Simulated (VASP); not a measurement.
Zr2N:

```xyz
6
Lattice="5.4130 0.0000 0.0000 0.0000 5.4130 0.0000 0.0000 0.0000 3.3078" Properties=species:S:1:pos:R:3 pbc="T T T"
Zr    1.6029    1.6029    0.0000
Zr    3.8101    3.8101    0.0000
Zr    4.3094    1.1036    1.6539
Zr    1.1036    4.3094    1.6539
N     0.0000    0.0000    0.0000
N     2.7065    2.7065    1.6539
```

Base run:

| Quantity | Value |
| --- | --- |
| Program | VASP 6.6.1 |
| Functional | PBEsol |
| Potentials or basis | VASP PAW PBE potentials, release 64 (Zr_sv, N) |
| Cutoff | 520 eV |
| k mesh | 6 × 6 × 10 |
| Occupations | gaussian, width 0.1 eV |
| Spin | no spin polarisation |

Its results: band gap on the k mesh zero (bands 29 and 30 overlap by 2.51 eV); pressure -4.6 GPa; largest force 0.042 eV/Å.

Task: The run is repeated on the same cell with these changes: k mesh from 6 × 6 × 10 to 1 × 1 × 2. What comes out?

Result: Band gap on the k mesh zero (bands 29 and 30 overlap by 1.80 eV); pressure -1.7 GPa; largest force 1.096 eV/Å.

Caveats: some runs use coarse meshes; the PAW data sets were made with another functional, which shifts forces and pressure a little; the cell stands under tension (at least some runs).
